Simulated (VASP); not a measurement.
A run of VASP 6.6.1 is set up as follows.

File INCAR:

```
SYSTEM = NaI
  PREC = Accurate
  ENCUT = 520
  EDIFF = 1E-6
  ISMEAR = 0
  SIGMA = 0.02
  LREAL = .False.
  LASPH = .True.
  NELM = 80
  ALGO = Normal
  ISIF = 2
  LWAVE = .False.
  LCHARG = .False.
  GGA = PE
  NBANDS = 14
```

File KPOINTS:

```
regular mesh
0
Gamma
  6 6 6
  0 0 0
```

Contents of POSCAR:

```
NaI
1.0
    0.0000000000      3.1636084489      3.1636084489
    3.1636084489      0.0000000000      3.1636084489
    3.1636084489      3.1636084489      0.0000000000
Na I
1 1
Direct
    0.5000000000      0.5000000000      0.5000000000
    0.0000000000      0.0000000000      0.0000000000
```

Potentials or basis: VASP PAW PBE potentials, release 64 (Na_pv, I).

The run is started by

```console
$ cat potpaw_PBE.64/Na_pv/POTCAR potpaw_PBE.64/I/POTCAR > POTCAR
$ mpirun -np 1 vasp_std > vasp.out
```

(1) What does it give for the band gap on the k mesh?

(2) Predict the pressure.

Results:

(1) 3.83 eV, direct.

(2) 1.8 GPa.

Caveat: spin-orbit coupling is left out, which moves the levels of the heavy elements.
